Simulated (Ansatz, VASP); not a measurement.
# One calculation of SrO, two programs

The input INCAR:

```
PREC     = Accurate       # precision mode
ENCUT    = 520            # plane-wave cutoff, eV
EDIFF    = 1E-6           # SCF threshold, eV
ISMEAR   = 0              # smearing method
SIGMA    = 0.05           # smearing width, eV
LREAL    = False          # projectors in reciprocal space
LASPH    = True           # aspherical terms in the spheres
NELM     = 60             # most SCF steps
ALGO     = Normal         # electronic algorithm
ISIF     = 2              # what is computed and relaxed
LWAVE    = False          # write WAVECAR
LCHARG   = False          # write CHGCAR
GGA      = PE             # functional
NBANDS   = 15             # bands
```

Contents of KPOINTS:

```
Automatic mesh
0
Gamma
  8 8 8
```

Contents of POSCAR:

```
SrO
1.0
    0.0192735000      2.5698000000      2.5698000000
    2.5698000000      0.0192735000      2.5698000000
    2.5890735000      2.5890735000      0.0000000000
Sr O
1 1
Direct
    0.0000000000      0.0000000000      0.0000000000
    0.5000000000      0.5000000000      0.5000000000
```

Input for Ansatz:

```yaml
crystal:
  lattice:
    - [0.0192735, 2.5698, 2.5698]
    - [2.5698, 0.0192735, 2.5698]
    - [2.5890735, 2.5890735, 0.0]
  atoms:
    - { symbol: Sr, position: [0.0, 0.0, 0.0] }
    - { symbol: O, position: [0.5, 0.5, 0.5] }
basis:
  ecutwfc: 420
kpoints:
  mp_grid: { grid: [8, 8, 8] }
hamiltonian:
  xc: pbe
scf:
  occupations: { method: gaussian, width: 0.05 }
output:
  forces: true
  stress: true
  eigenvalues: true
  write_density: true
  write_potential: true
  elf: true
  volumetric_format: npy
```

Change from the starting cell: strain +0.0150 x Voigt [0, 0, 0, 0, 0, 1], atoms carried along.

Alike in both runs: task single point; functional PBE; k mesh 8 × 8 × 8; occupations gaussian, width 0.05 eV; no spin polarisation.

|  | VASP | Ansatz |
| --- | --- | --- |
| version | VASP 6.6.1 | Ansatz 0.2.0 |
| potentials or method | VASP PAW PBE potentials, release 64 (Sr_sv, O), cutoff 520 eV | scalar-relativistic, plane waves, PAW |
| valence electrons in the cell | 16 | 16 |

VASP gave:

* gap on the k mesh at the Fermi level (eV): 3.25
* least direct gap on the mesh (eV): 3.33
* pressure (GPa): 3.5
* traceless stress, the component that is largest in VASP (GPa): -0.81

**Question.** What did Ansatz give for the same quantities?

**Answer.** gap on the k mesh at the Fermi level (eV): 3.30; least direct gap on the mesh (eV): 3.37; pressure (GPa): 2.9; traceless stress, the component that is largest in VASP (GPa): -0.81.
